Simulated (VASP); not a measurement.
# Mg (Fd-3m) in VASP: a series of runs

The runs below take Mg through single point, relaxation of cell and atoms, with r2SCAN.

All numbers are computed with VASP 6.6.1; they aren't measurements. Logs are shortened: lines on timing, memory, paths and dates and some standing lists are left out, and cuts for length are marked.

## Step 1: The cell of the first run

The structure is cubic, space group Fd-3m (No. 227). The conventional cell has a = 5.894 Å, b = 5.894 Å, c = 5.894 Å, α = 90.00°, β = 90.00°, γ = 90.00°. Within 3.4 Å of Mg (site symmetry -43m) lie 4 Mg at 2.55 Å.

## Step 2: Single point, r2SCAN

The input, POSCAR:

```
Mg
1.0
    0.0000000000      2.9468562911      2.9468562911
    2.9468562911      0.0000000000      2.9468562911
    2.9468562911      2.9468562911      0.0000000000
Mg
2
Direct
    0.5000000000      0.5000000000      0.5000000000
    0.7500000000      0.7500000000      0.7500000000
```

The input, INCAR.step1:

```
ALGO     = Normal         # electronic algorithm
EDIFF    = 1E-4           # SCF threshold, eV
ENCUT    = 520            # plane-wave cutoff, eV
GGA      = PE             # functional
ISMEAR   = 0              # smearing method
LASPH    = T              # aspherical terms in the spheres
LCHARG   = F              # write CHGCAR
LREAL    = F              # projectors in reciprocal space
LWAVE    = T              # write WAVECAR
NBANDS   = 9              # bands
NELM     = 100            # most SCF steps
PREC     = Accurate       # precision mode
SIGMA    = 0.1            # smearing width, eV
```

The input, INCAR.step2:

```
ALGO     = Normal         # electronic algorithm
EDIFF    = 1E-6           # SCF threshold, eV
ENCUT    = 520            # plane-wave cutoff, eV
ISIF     = 2              # what is computed and relaxed
ISMEAR   = 0              # smearing method
ISTART   = 1            
LASPH    = T              # aspherical terms in the spheres
LCHARG   = T              # write CHGCAR
LELF     = T              # ELF
LMIXTAU  = T            
LREAL    = F              # projectors in reciprocal space
LVHAR    = T            
LWAVE    = F              # write WAVECAR
METAGGA  = R2SCAN         # meta-GGA
NBANDS   = 9              # bands
NELM     = 100            # most SCF steps
PREC     = Accurate       # precision mode
SIGMA    = 0.1            # smearing width, eV
```

The input, KPOINTS:

```
k-points
0
Gamma
  6 6 6
```

Potentials or basis: VASP PAW PBE potentials, release 64 (Mg).

On the command line:

```bash
cat potpaw_PBE.64/Mg/POTCAR > POTCAR
cp INCAR.step1 INCAR
mpirun -np 1 vasp_std > vasp.out
cp INCAR.step2 INCAR
mpirun -np 1 vasp_std > vasp.out
```

OUTCAR:

```text
EDIFF = 1E-6
   ENCUT = 520
   ISIF = 2
   ISMEAR = 0
   ISTART = 1
   LASPH = T
   LREAL = F
   METAGGA = R2SCAN
   NELM = 100
   PREC = Accurate

 ion  position               nearest neighbor table
   1  0.500  0.500  0.500-   2 2.55   2 2.55   2 2.55   2 2.55
   2  0.750  0.750  0.750-   1 2.55   1 2.55   1 2.55   1 2.55

  LATTYP: Found a face centered cubic cell.
 ALAT       =     5.8937125822

  Lattice vectors:

 A1 = (   0.0000000000,   2.9468562911,   2.9468562911)
 A2 = (   2.9468562911,   0.0000000000,   2.9468562911)
 A3 = (   2.9468562911,   2.9468562911,   0.0000000000)

Analysis of symmetry for initial positions (statically):
=====================================================================
 Subroutine PRICEL returns:
 Original cell was already a primitive cell.

 Routine SETGRP: Setting up the symmetry group for a
 face centered cubic supercell.

 Subroutine GETGRP returns: Found 48 space group operations
 (whereof 24 operations were pure point group operations)
 out of a pool of 48 trial point group operations.

The static configuration has the point symmetry T_d .
 The point group associated with its full space group is O_h .

Analysis of symmetry for dynamics (positions and initial velocities):
=====================================================================
 Subroutine PRICEL returns:
 Original cell was already a primitive cell.

 Routine SETGRP: Setting up the symmetry group for a
 face centered cubic supercell.

 Subroutine GETGRP returns: Found 48 space group operations
 (whereof 24 operations were pure point group operations)
 out of a pool of 48 trial point group operations.

The dynamic configuration has the point symmetry T_d .
 The point group associated with its full space group is O_h .

 Subroutine INISYM returns: Found 48 space group operations
 (whereof 24 operations are pure point group operations),
 and found     1 'primitive' translations

----------------------------------------------------------------------------------------

                                     Primitive cell

  volume of cell :      51.1808

  direct lattice vectors                    reciprocal lattice vectors
     0.000000000  2.946856291  2.946856291    -0.169672339  0.169672339  0.169672339
     2.946856291  0.000000000  2.946856291     0.169672339 -0.169672339  0.169672339
     2.946856291  2.946856291  0.000000000     0.169672339  0.169672339 -0.169672339

  length of vectors
     4.167484133  4.167484133  4.167484133     0.293881112  0.293881112  0.293881112

  position of ions in fractional coordinates (direct lattice)
     0.500000000  0.500000000  0.500000000
     0.750000000  0.750000000  0.750000000

  ion indices of the primitive-cell ions
   primitive index   ion index
                 1           1
                 2           2

----------------------------------------------------------------------------------------

 KPOINTS: k-points

Automatic generation of k-mesh.
 Grid dimensions read from file:
 generate k-points for:    6    6    6

 Generating k-lattice:

  Cartesian coordinates                     Fractional coordinates (reciprocal lattice)
    -0.028278723  0.028278723  0.028278723     0.166666667  0.000000000  0.000000000
     0.028278723 -0.028278723  0.028278723     0.000000000  0.166666667  0.000000000
     0.028278723  0.028278723 -0.028278723     0.000000000  0.000000000  0.166666667

  Length of vectors
     0.048980185  0.048980185  0.048980185

  Shift w.r.t. Gamma in fractional coordinates (k-lattice)
     0.000000000  0.000000000  0.000000000

 Subroutine IBZKPT returns following result:
 ===========================================

 Found     16 irreducible k-points:

 Following reciprocal coordinates:
            Coordinates               Weight
  0.000000  0.000000  0.000000      1.000000
  0.166667  0.000000  0.000000      8.000000
  0.333333  0.000000  0.000000      8.000000
  0.500000  0.000000  0.000000      4.000000
  0.166667  0.166667  0.000000      6.000000
  0.333333  0.166667  0.000000     24.000000
[... 8 lines left out ...]
 -0.333333  0.333333  0.166667     24.000000
 -0.333333  0.500000  0.166667     12.000000
   k-points           NKPTS =     16   k-points in BZ     NKDIM =     16   number of bands    NBANDS=      9
   number of dos      NEDOS =    301   number of ions     NIONS =      2
   total plane-waves  NPLWV =  32768
   dimension x,y,z NGX =    32 NGY =   32 NGZ =   32
   dimension x,y,z NGXF=    64 NGYF=   64 NGZF=   64
   ions per type =               2
   NGX,Y,Z   is equivalent  to a cutoff of  12.77, 12.77, 12.77 a.u.
   NGXF,Y,Z  is equivalent  to a cutoff of  25.53, 25.53, 25.53 a.u.
 SYSTEM =  unknown system
   PREC   = accura    normal or accurate (medium, high low for compatibility)
   ISTART =      1    job   : 0-new  1-cont  2-samecut
   ICHARG =      0    charge: 1-file 2-atom 10-const
   ISPIN  =      1    spin polarized calculation?
   LNONCOLLINEAR =      F non collinear calculations
   LSORBIT =      F    spin-orbit coupling
   LASPH  =      T    aspherical Exc in radial PAW
   ENCUT  =  520.0 eV  38.22 Ry    6.18 a.u.   7.75  7.75  7.75*2*pi/ulx,y,z
   NELM   =    100;   NELMIN=  2; NELMDL=  0     # of ELM steps
   EDIFF  = 0.1E-05   stopping-criterion for ELM
   LREAL  =      F    real-space projection
   EDIFFG = 0.1E-04   stopping-criterion for IOM
   NSW    =      0    number of steps for IOM
   IBRION =     -1    ionic relax: 0-MD 1-quasi-New 2-CG
   NFREE  =      0    steps in history (QN), initial steepest desc. (CG)
   ISIF   =      2    stress and relaxation
   ISYM   =      2    0-nonsym 1-usesym 2-fastsym
   POTIM  = 0.5000    time-step for ionic-motion
   TEBEG  =    0.0;   TEEND  =   0.0 temperature during run
   PSTRESS=    0.0 pullay stress
   NELECT =       4.0000    total number of electrons
   NUPDOWN=      -1.0000    fix difference up-down
   EMIN   =  10.00;   EMAX   =-10.00  energy-range for DOS
   EFERMI =   0.00;   METHOD = LEGACY
   ISMEAR =     0;   SIGMA  =   0.10  broadening in eV -4-tet -1-fermi 0-gaus
   EFERMI_NEDOS =   21; number of points for ismear=-14 and -15
   IALGO  =     38    algorithm
   IMIX   =      4    mixing-type and parameters
     AMIX     =   0.40;   BMIX     =  1.00
     AMIX_MAG =   1.60;   BMIX_MAG =  1.00
  volume/ion in A,a.u.               =      25.59       172.69
  Fermi-wavevector in a.u.,A,eV,Ry     =   0.699937  1.322690  6.665663  0.489912
  Thomas-Fermi vector in A             =   1.783953
   LORBIT       =      0    0 simple, 1 ext, 2 COOP (PROOUT), +10 PAW based schemes
   METAGGA = R2SCAN    functional components
   LHFCALC =     F    Hartree Fock is set to
   AEXX    =    0.0000 exact exchange contribution
   IVDW    =     0    specifies the selected vdW correction
   LEPSILON=     F    determine dielectric tensor
   LRPA    =     F    only Hartree local field effects (RPA)
 non-spin polarized calculation
 Gauss-broadening in eV      SIGMA  =   0.10
  energy-cutoff  :      520.00
  volume of cell :       51.18
 maximum number of plane-waves:      1411
   NGX = 15   NGY = 15   NGZ = 15

 number of electron       4.0000000 magnetization

 Free energy of the ion-electron system (eV)
  ---------------------------------------------------
  ext. energy  EPLUGINS =         0.00000000
  ---------------------------------------------------
  free energy    TOTEN  =        -5.66862279 eV

  energy without entropy =       -5.66262713  energy(sigma->0) =       -5.66562496

 E-fermi :   1.8606     XC(G=0):  -8.4991

 val. band max:        1.7672456228   @ k =   0.5000   0.3333   0.0000
 cond. band min:       1.9946605382   @ k =  -0.3333   0.3333   0.1667
 fundamental gap:      0.2274149154
 Fermi energy:         1.8605685986

 k-point     1 :       0.0000    0.0000    0.0000
  band No.  band energies     occupation
      1      -4.9577      2.00000
      2       6.6733      0.00000
      3       6.6733      0.00000
      4       6.6733      0.00000
      5       7.6432      0.00000
      6       7.6432      0.00000
      7       7.6432      0.00000
      8      10.9411      0.00000
      9      10.9411      0.00000

 k-point     2 :       0.1667    0.0000    0.0000
  band No.  band energies     occupation
      1      -4.5786      2.00000
      2       4.0625      0.00000
      3       6.0349      0.00000
      4       6.0349      0.00000
      5       8.4525      0.00000
      6       8.4948      0.00000
      7       8.4949      0.00000
      8      10.0823      0.00000
      9      10.0823      0.00000

 k-point     3 :       0.3333    0.0000    0.0000
  band No.  band energies     occupation
      1      -3.4605      2.00000
      2       1.0358      2.00000
      3       5.5918      0.00000
      4       5.5918      0.00000
      5       7.7844      0.00000
      6       7.7844      0.00000
      7       8.4457      0.00000
      8      10.8521      0.00000
      9      11.6822      0.00000

 k-point     4 :       0.5000    0.0000    0.0000
  band No.  band energies     occupation
      1      -2.0106      2.00000
      2      -1.0791      2.00000
      3       5.5052      0.00000
      4       5.5052      0.00000
      5       7.2646      0.00000
      6       7.2646      0.00000
      7       8.4584      0.00000
      8      10.2830      0.00000
      9      13.9244      0.00000
[... 109 lines left out ...]
 k-point    14 :       0.5000    0.3333    0.1667
  band No.  band energies     occupation
      1      -2.4753      2.00000
      2       1.7483      1.88755
      3       2.0471      0.00835
      4       3.4665      0.00000
      5       7.7686      0.00000
      6       7.8410      0.00000
      7       9.3730      0.00000
      8      12.3343      0.00000
      9      13.6620      0.00000

 k-point    15 :      -0.3333    0.3333    0.1667
  band No.  band energies     occupation
      1      -1.0306      2.00000
      2      -0.1794      2.00000
      3       1.9947      0.05791
      4       2.7091      0.00000
      5       7.8294      0.00000
      6       8.5593      0.00000
      7      10.4359      0.00000
      8      11.3865      0.00000
      9      13.2646      0.00000

 k-point    16 :      -0.3333    0.5000    0.1667
  band No.  band energies     occupation
      1      -0.1530      2.00000
      2      -0.1530      2.00000
      3       1.6917      1.98310
      4       1.6917      1.98310
      5       7.4191      0.00000
      6       7.4191      0.00000
      7      11.5188      0.00000
      8      11.5188      0.00000
      9      15.6248      0.00000

------------------------ aborting loop because EDIFF is reached ----------------------------------------

  FORCE on cell =-STRESS in cart. coord.  units (eV):
  Direction    XX          YY          ZZ          XY          YZ          ZX
  --------------------------------------------------------------------------------------
  -------------------------------------------------------------------------------------
  Total        3.9167625      3.9167625      3.9167625     -0.0000000      0.0000000     -0.0000000
  in kB      122.6114287    122.6114287    122.6114287     -0.0000000      0.0000000     -0.0000000
  external PRESSURE =     122.6114287 kB  Pullay stress =       0.0000000 kB

 VOLUME and BASIS-vectors are now :
 -----------------------------------------------------------------------------
  energy-cutoff  :      520.00
  volume of cell :       51.18
      direct lattice vectors                 reciprocal lattice vectors
     0.000000000  2.946856291  2.946856291    -0.169672339  0.169672339  0.169672339
     2.946856291  0.000000000  2.946856291     0.169672339 -0.169672339  0.169672339
     2.946856291  2.946856291  0.000000000     0.169672339  0.169672339 -0.169672339

 POSITION                                       TOTAL-FORCE (eV/Angst)
 -----------------------------------------------------------------------------------
      2.94686      2.94686      2.94686         0.000000      0.000000     -0.000000
      4.42028      4.42028      4.42028        -0.000000     -0.000000      0.000000
 -----------------------------------------------------------------------------------
    total drift:                               -0.000000     -0.000000      0.000000

  FREE ENERGIE OF THE ION-ELECTRON SYSTEM (eV)
  ---------------------------------------------------
  free  energy   TOTEN  =        -5.6686227902 eV

  energy  without entropy=       -5.6626271251  energy(sigma->0) =       -5.66562496
```

Run time: 18 s. Hardware: 1 thread of Intel Xeon Platinum 8488C (Sapphire Rapids), shared host; peak memory 0.18 GiB.

Results:

```yaml
Free_energy: -5.6686 eV
Pressure: 12.3 GPa
Band_gap_on_the_k_mesh: zero (band 2 reaches 6.67 eV, above the bottom of band 3 at 0.78 eV)
```

Levels at points of the mesh, in eV from the Fermi level:
| k point | band 1 | band 2 | band 3 | band 4 | band 5 |
| --- | --- | --- | --- | --- | --- |
| (0.00, 0.00, 0.00) | -6.82 | 4.81 | 4.81 | 4.81 | 5.78 |
| (0.50, 0.00, 0.00) | -3.87 | -2.94 | 3.64 | 3.64 | 5.40 |
| (0.50, 0.50, 0.00) | -2.39 | -2.39 | 1.36 | 1.36 | 3.11 |

Caveat: the PAW data sets were made with another functional, which shifts forces and pressure a little.

## Step 3: Single point, r2SCAN

This run uses another cell than the first one, of 40.17 Å³/atom, 1.570 times its volume.

The input, POSCAR:

```
Mg
1.0
    0.0000000000      3.4248219350      3.4248219350
    3.4248219350      0.0000000000      3.4248219350
    3.4248219350      3.4248219350      0.0000000000
Mg
2
Direct
    0.0000000000      0.0000000000      0.0000000000
    0.2500000000      0.2500000000      0.2500000000
```

The input, INCAR.step1:

```
PREC = Accurate
ENCUT = 520
ISMEAR = 0
SIGMA = 0.1
LREAL = F
LASPH = T
NELM = 100
NBANDS = 9
GGA = PE
ALGO = Normal
EDIFF = 1E-4
LWAVE = T
LCHARG = F
```

The input, INCAR.step2:

```
PREC = Accurate
ENCUT = 520
EDIFF = 1E-7
ISMEAR = 0
SIGMA = 0.1
LREAL = F
LASPH = T
NELM = 100
ALGO = Normal
ISIF = 2
LWAVE = F
LCHARG = F
METAGGA = R2SCAN
LMIXTAU = T
NBANDS = 9
ISTART = 1
```

The input, KPOINTS:

```
regular mesh
0
Gamma
  14 14 14
```

Potentials or basis: VASP PAW PBE potentials, release 64 (Mg).

On the command line:

```bash
cat potpaw_PBE.64/Mg/POTCAR > POTCAR
cp INCAR.step1 INCAR
mpirun -np 1 vasp_std > vasp.out
cp INCAR.step2 INCAR
mpirun -np 1 vasp_std > vasp.out
```

Wall time 2 min (1 thread of Intel Xeon Platinum 8488C (Sapphire Rapids), shared host); peak memory 0.25 GiB.

Results (log left out):

```yaml
Free_energy: -6.5260 eV
Pressure: -0.1 GPa
Band_gap_on_the_k_mesh: zero (band 2 reaches 3.51 eV, above the bottom of band 3 at -0.41 eV)
```

Levels at points of the mesh, in eV from the Fermi level:
```csv
k point,band 1,band 2,band 3,band 4,band 5,band 6
"(0.00, 0.00, 0.00)",-5.27,3.39,3.39,3.39,4.48,4.48
"(0.50, 0.00, 0.00)",-3.40,-2.03,2.44,2.44,4.31,4.63
"(0.50, 0.50, 0.00)",-2.16,-2.16,0.97,0.97,2.72,2.72
```

Caveat: the PAW data sets were made with another functional, which shifts forces and pressure a little.

(Part 1 of 2 ends here.)
